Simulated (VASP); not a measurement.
Set up this calculation in VASP 6.6.1, as the native input.

* Task: single point
* Functional: LDA
* Potentials or basis: VASP PAW LDA potentials, release 64 (Co)
* Cutoff: 520 eV
* k mesh: 12 × 12 × 7
* Occupations: fermi-dirac, width 0.05 eV
* Spin: collinear spin, ferromagnetic start
* Starting moments: [2.0, 2.0] μB
* Dipole correction: no
* Further INCAR settings: ALGO = Normal; EDIFF = 1e-06; NBANDS = 20

The structure of Co lies in POSCAR:

```
Co
1.0
    2.5038379689      0.0000000000      0.0000000000
   -1.2519189845      2.1683872881      0.0000000000
    0.0000000000      0.0000000000      4.0901994896
Co
2
Direct
    0.3333333333      0.6666666667      0.7401390000
    0.6666666667      0.3333333333      0.2598610000
```

These files were run (other wordings do the same):

INCAR

```
SYSTEM = Co
ALGO     = Normal         ! electronic algorithm
EDIFF    = 1E-6           ! SCF threshold, eV
ENCUT    = 520            ! plane-wave cutoff, eV
GGA      = CA             ! functional
ISIF     = 2              ! what is computed and relaxed
ISMEAR   = -1             ! smearing method
ISPIN    = 2              ! spin polarisation
LASPH    = .True.         ! aspherical terms in the spheres
LCHARG   = .True.         ! write CHGCAR
LELF     = .True.         ! ELF
LMAXMIX  = 4              ! l up to which the mixer works
LORBIT   = 11             ! projections on sites
LREAL    = .False.        ! projectors in reciprocal space
LVHAR    = .True.       
LWAVE    = .False.        ! write WAVECAR
MAGMOM   = 2 2            ! initial moments
NBANDS   = 20             ! bands
NELM     = 150            ! most SCF steps
PREC     = Accurate       ! precision mode
SIGMA    = 0.05           ! smearing width, eV
```

KPOINTS

```
k-points
0
Gamma
  12 12 7
  0 0 0
```

Potentials or basis: VASP PAW LDA potentials, release 64 (Co).

Run with:

```sh
$ cat potpaw_LDA.64/Co/POTCAR > POTCAR
$ mpirun -np 1 vasp_std > vasp.out
```

Results of the run:

- Pressure: -21.9 GPa
- Largest force: 0.346 eV/Å
- Net moment: 3.14 μB per cell
- Site moments: Co +1.57 μB
- Valence electrons inside the program's atomic spheres: Co 8.24

Wall time 88 s on 1 thread of AMD EPYC 9R45 (Zen 5), on a shared host, peak memory 0.15 GiB.
